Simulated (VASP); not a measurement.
Set up this calculation in VASP 6.6.1, as the native input.

```
Task                   : single point
Functional             : PBE
Potentials or basis    : VASP PAW PBE potentials, release 64 (Cd, Se, S)
Cutoff                 : 520 eV
k mesh                 : 6 × 6 × 1
Occupations            : gaussian, width 0.1 eV
Spin                   : no spin polarisation
Dipole correction      : no
Further INCAR settings : ALGO = Normal; EDIFF = 1e-06; NBANDS = 66
```

The structure of Cd3SeS2 lies in POSCAR:

```
Cd3SeS2
1.0
    4.2572001156     -0.0003884310      0.0001741271
   -2.1289319193      3.6854345663     -0.0003939510
    0.0008979780     -0.0014711437     20.8300685383
Cd Se S
6 2 4
Direct
    0.6669360113      0.3319487671      0.9997895850
    0.6669178575      0.3331741830      0.3381008233
    0.6659924765      0.3335983066      0.6617782407
    0.3340137208      0.6666925074      0.1617866130
    0.3332704640      0.6680831515      0.4998072177
    0.3329164595      0.6666150931      0.8380813004
    0.6662658075      0.3333930046      0.7907239556
    0.3335757728      0.6663438616      0.2907330914
    0.6673003485      0.3334213239      0.1233203782
    0.6666048632      0.3346884264      0.4612847660
    0.3326433901      0.6668331142      0.6233256756
    0.3335628284      0.6652082609      0.9612683529
```

One way to write it, as run:

INCAR

```
SYSTEM = Cd3SeS2
ALGO = Normal ; EDIFF = 1E-6
ENCUT = 520 ; GGA = PE
ISIF = 2 ; ISMEAR = 0
LASPH = .TRUE. ; LCHARG = .FALSE.
LREAL = .FALSE. ; LWAVE = .FALSE.
NBANDS = 66 ; NELM = 80
PREC = Accurate ; SIGMA = 0.1
```

KPOINTS

```
k-points
0
G
  6 6 1
  0 0 0
```

Potentials or basis: VASP PAW PBE potentials, release 64 (Cd, Se, S).

Command:

```console
$ cat potpaw_PBE.64/Cd/POTCAR potpaw_PBE.64/Se/POTCAR potpaw_PBE.64/S/POTCAR > POTCAR
$ mpirun -np 1 vasp_std > vasp.out
```

Results of the run:

```yaml
Pressure: 0.3 GPa
Largest_force: 0.013 eV/Å
Band_gap_on_the_k_mesh: 0.72 eV
```

Caveat: semilocal functionals underestimate gaps, and a narrow one can read as zero.

Run time: 10 min on 1 thread of AMD EPYC 7R13, with other jobs on the host, peak memory 0.58 GiB.
